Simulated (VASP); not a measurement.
Runs of VASP 6.6.1 on KZnF3. The structure is that of space group Pm-3m (No. 221), or close to it. The cells are those of the table. 

| level | potentials or basis | spin | U | fixed moment (μB) | cell | k mesh | smearing | gap on the mesh (eV) | pressure (GPa) |
| --- | --- | --- | --- | --- | --- | --- | --- | --- | --- |
| LDA | VASP PAW LDA potentials, release 64 (K_sv, Zn, F) | off | - | - | a = 4.216 Å, 5 atoms | 4 × 4 × 4 | methfessel-paxton 0.1 eV | (b) | -11.0 |
| LDA | VASP PAW LDA potentials, release 64 (K_sv, Zn, F) | collinear, ferromagnetic start | - | 5.0 | a = 4.101 Å, 5 atoms | 1 × 1 × 1 | gaussian 0.1 eV | - | 27.5 |
| PBE | VASP PAW PBE potentials, release 64 (K_sv, Zn, F) | off | - | - | a = 3.681 Å, 5 atoms | 4 × 4 × 4 | gaussian 0.1 eV | 4.66 | 55.5 |
| PBE | VASP PAW PBE potentials, release 64 (K_sv, Zn, F) | off | - | - | a = 4.047 Å, 5 atoms | 4 × 4 × 4 | gaussian 0.1 eV | 3.80 | 5.1 |
| PBEsol | VASP PAW PBE potentials, release 64 (K_sv, Zn, F) | off | - | - | a = 4.047 Å, 5 atoms | 2 × 2 × 2, shifted | gaussian 0.1 eV | (a) | 0.7 |
| PBE+U | VASP PAW PBE potentials, release 64 (K_sv, Zn, F) | off | Zn d U = 1.0 eV | - | a = 4.047 Å, 5 atoms | 4 × 4 × 4 | gaussian 0.1 eV | (d) | (c) |

Alike in all rows: task single point; cutoff (eV) 520.

**Question.** Fill in the values left out.

**Answer.** (a) 4.83; (b) 3.28; (c) 4.5; (d) 4.02.

Caveats: some runs use coarse meshes; the moment is held away from its start (some runs); the total moment is fixed, so each spin has its own Fermi level (some runs); the PAW data sets were made with another functional, which shifts forces and pressure a little (some runs).

A k mesh can miss the band edges.
